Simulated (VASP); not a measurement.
# Li2S (Fm-3m) in VASP: notebook, part 2 of 2

VASP 6.6.1.

### Step 4. Single point, PBEsol

This run uses another cell than the first one, of 13.24 Å³/atom.

The input, INCAR:

```
PREC     = Accurate       # precision mode
ENCUT    = 750            # plane-wave cutoff, eV
EDIFF    = 1E-6           # SCF threshold, eV
ISMEAR   = 0              # smearing method
SIGMA    = 0.01           # smearing width, eV
LREAL    = False          # projectors in reciprocal space
LASPH    = True           # aspherical terms in the spheres
NELM     = 120            # most SCF steps
ALGO     = Normal         # electronic algorithm
ISIF     = 2              # what is computed and relaxed
LWAVE    = False          # write WAVECAR
LCHARG   = False          # write CHGCAR
GGA      = PS             # functional
NBANDS   = 13             # bands
GGA_COMPAT= False
```

The input, KPOINTS:

```
Automatic mesh
0
Gamma
  8 8 8
```

The input, POSCAR:

```
Li2S
1.0
    0.0000000000      2.7081260283      2.7081260283
    2.7081260283      0.0000000000      2.7081260283
    2.7081260283      2.7081260283      0.0000000000
Li S
2 1
Direct
    0.2500000000      0.2500000000      0.2500000000
    0.7500000000      0.7500000000      0.7500000000
    0.0000000000      0.0000000000      0.0000000000
```

Potentials or basis: VASP PAW PBE potentials, release 64 (Li_sv, S).

The run is started by

```sh
> cat potpaw_PBE.64/Li_sv/POTCAR potpaw_PBE.64/S/POTCAR > POTCAR
> mpirun -np 1 vasp_std > vasp.out
```

OUTCAR:

```text
PREC = Accurate
   ENCUT = 750
   EDIFF = 1E-6
   ISMEAR = 0
   LREAL = False
   LASPH = True
   NELM = 120
   ISIF = 2
   GGA = PS

 ion  position               nearest neighbor table
   1  0.250  0.250  0.250-   3 2.35   3 2.35   3 2.35   3 2.35
   2  0.750  0.750  0.750-   3 2.35   3 2.35   3 2.35   3 2.35
   3  0.000  0.000  0.000-   2 2.35   2 2.35   2 2.35   1 2.35   2 2.35   1 2.35   1 2.35   1 2.35

  LATTYP: Found a face centered cubic cell.
 ALAT       =     5.4162520566

  Lattice vectors:

 A1 = (   0.0000000000,   2.7081260283,   2.7081260283)
 A2 = (   2.7081260283,   0.0000000000,   2.7081260283)
 A3 = (   2.7081260283,   2.7081260283,   0.0000000000)

Analysis of symmetry for initial positions (statically):
=====================================================================
 Subroutine PRICEL returns:
 Original cell was already a primitive cell.

 Routine SETGRP: Setting up the symmetry group for a
 face centered cubic supercell.

 Subroutine GETGRP returns: Found 48 space group operations
 (whereof 48 operations were pure point group operations)
 out of a pool of 48 trial point group operations.

The static configuration has the point symmetry O_h .

Analysis of symmetry for dynamics (positions and initial velocities):
[... 180 lines left out ...]
     10       8.6083      0.00000
     11      13.9608      0.00000
     12      13.9608      0.00000
     13      15.4551      0.00000
[... 354 lines left out ...]
  band No.  band energies     occupation
      1     -40.7923      2.00000
      2     -40.7922      2.00000
      3      -8.3716      2.00000
      4      -0.6905      2.00000
      5       0.9290      2.00000
      6       1.2916      2.00000
      7       8.3199      0.00000
      8       9.4422      0.00000
      9      11.2934      0.00000
     10      11.9919      0.00000
     11      13.3813      0.00000
     12      14.9172      0.00000
     13      16.6867      0.00000

 [... further k-points ...]

------------------------ aborting loop because EDIFF is reached ----------------------------------------

  FORCE on cell =-STRESS in cart. coord.  units (eV):
  Direction    XX          YY          ZZ          XY          YZ          ZX
  --------------------------------------------------------------------------------------
  -------------------------------------------------------------------------------------
  Total        1.7451169      1.7451169      1.7451169     -0.0000000      0.0000000     -0.0000000
  in kB       70.3879792     70.3879792     70.3879792     -0.0000000      0.0000000     -0.0000000
  external PRESSURE =      70.3879792 kB  Pullay stress =       0.0000000 kB

 VOLUME and BASIS-vectors are now :
 -----------------------------------------------------------------------------
  energy-cutoff  :      750.00
  volume of cell :       39.72
      direct lattice vectors                 reciprocal lattice vectors
     0.000000000  2.708126028  2.708126028    -0.184629517  0.184629517  0.184629517
     2.708126028  0.000000000  2.708126028     0.184629517 -0.184629517  0.184629517
     2.708126028  2.708126028  0.000000000     0.184629517  0.184629517 -0.184629517

 POSITION                                       TOTAL-FORCE (eV/Angst)
 -----------------------------------------------------------------------------------
      1.35406      1.35406      1.35406         0.000000      0.000000     -0.000000
      4.06219      4.06219      4.06219        -0.000000     -0.000000      0.000000
      0.00000      0.00000      0.00000         0.000000      0.000000      0.000000
 -----------------------------------------------------------------------------------
    total drift:                                0.000000      0.000000      0.000000

  FREE ENERGIE OF THE ION-ELECTRON SYSTEM (eV)
  ---------------------------------------------------
  free  energy   TOTEN  =       -12.2645859299 eV

  energy  without entropy=      -12.2645859299  energy(sigma->0) =      -12.26458593
```

stdout:

```text
POSCAR found type information on POSCAR LiS
 POSCAR found :  2 types and       3 ions
 scaLAPACK will be used
 -----------------------------------------------------------------------------
|                                                                             |
|                                                                             |
|     You enforced a specific xc type in the INCAR file but a different       |
|     I HOPE YOU KNOW WHAT YOU ARE DOING!                                     |
|                                                                             |
 -----------------------------------------------------------------------------

 LDA part: xc-table for (Slater+PW92), standard interpolation
 POSCAR, INCAR and KPOINTS ok, starting setup
 FFT: planning ... GRIDC
 FFT: planning ... GRID_SOFT
 FFT: planning ... GRID
 WAVECAR not read
 entering main loop
```

Run time: 37 s. Hardware: 1 thread of AMD EPYC 7R13, shared host; peak memory 0.17 GiB.

Results:

* Free energy: -12.2646 eV
* Pressure: 7.0 GPa
* Band gap on the k mesh: 3.08 eV (least direct gap 4.86 eV)

Levels at points of the mesh, in eV from the valence-band top:
```tsv
k point	band 2	band 3	band 4	band 5	band 6	band 7	band 8	band 9	band 10	band 11
(0.00, 0.00, 0.00)	-43.19	-11.47	0.00	0.00	0.00	4.92	6.17	6.17	6.17	11.52
(0.50, 0.00, 0.00)	-43.23	-10.89	-3.47	-0.64	-0.64	6.51	6.51	6.74	8.99	13.61
(0.50, 0.50, 0.00)	-43.21	-10.74	-2.53	-1.78	-1.78	3.08	7.43	12.11	12.11	13.12
```

Caveat: the cell stands under pressure; the PAW data sets were made with another functional, which shifts forces and pressure a little. A k mesh can miss the band edges.

### Step 5. The runs side by side

| cell | gap on the mesh (eV) | pressure (GPa) |
| --- | --- | --- |
| a = 3.705 Å, angles 60.0°, 3 atoms | 2.93 | 15.2 |
| a = 3.777 Å, angles 60.0°, 3 atoms | 3.02 | 10.1 |
| a = 3.830 Å, angles 60.0°, 3 atoms | 3.08 | 7.0 |

Alike in all rows: task single point; level PBEsol; potentials or basis VASP PAW PBE potentials, release 64 (Li_sv, S); no spin polarisation; k mesh 8 × 8 × 8; cutoff (eV) 750; smearing gaussian 0.01 eV.

Caveats: the cell stands under pressure; the PAW data sets were made with another functional, which shifts forces and pressure a little.

Absolute energies hang on the potentials; compare differences alone.
